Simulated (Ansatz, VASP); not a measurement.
# KCd4Ir3: VASP beside Ansatz

```
Cd Ir K
1.0
     2.15114    3.72588    0.00000
    -2.15114    3.72588    0.00000
     0.00000   -2.48392   11.51727
Cd Ir K
4 3 1
Direct
  0.08918 0.08918 0.26754
  0.91082 0.91082 0.73246
  0.30141 0.30141 0.90423
  0.69859 0.69859 0.09577
  0.22775 0.22775 0.68325
  0.77225 0.77225 0.31675
  0.00000 0.00000 0.00000
  0.50000 0.50000 0.50000
```

Alike in both runs: task single point; functional PBE; k mesh 5 × 5 × 5; no spin polarisation; Hubbard terms Ir d U = 3.0 eV.

|  | VASP | Ansatz |
| --- | --- | --- |
| version | VASP 6.6.1 | Ansatz 0.2.0 |
| potentials or method | VASP PAW PBE potentials, release 64 (Cd, Ir, K_sv), cutoff 520 eV | PAW plane waves |
| occupations | fermi-dirac, width 0.1 eV | fermi-dirac |
| valence electrons in the cell | 84 | 140 |

```csv
,VASP,Ansatz,Ansatz less VASP
pressure (GPa),6.1,6.2,0.00
"traceless stress, the component that is largest in VASP (GPa)",-1.04,-0.99,+0.050
rms of the force components (eV/Å),0.507,0.520,+0.0134
```

The programs project onto different local orbitals, so the same U acts differently, and such runs can settle in different states. Atom by atom the forces differ by 0.015 eV/Å (rms over components). VASP's potentials hold 84 valence electrons a cell and Ansatz's 140, so a difference there can come from the potentials and not from the codes. Ansatz's warnings: filled band counts differ across k points, structure snapped to symmetry.

Neither program's run includes spin-orbit coupling.
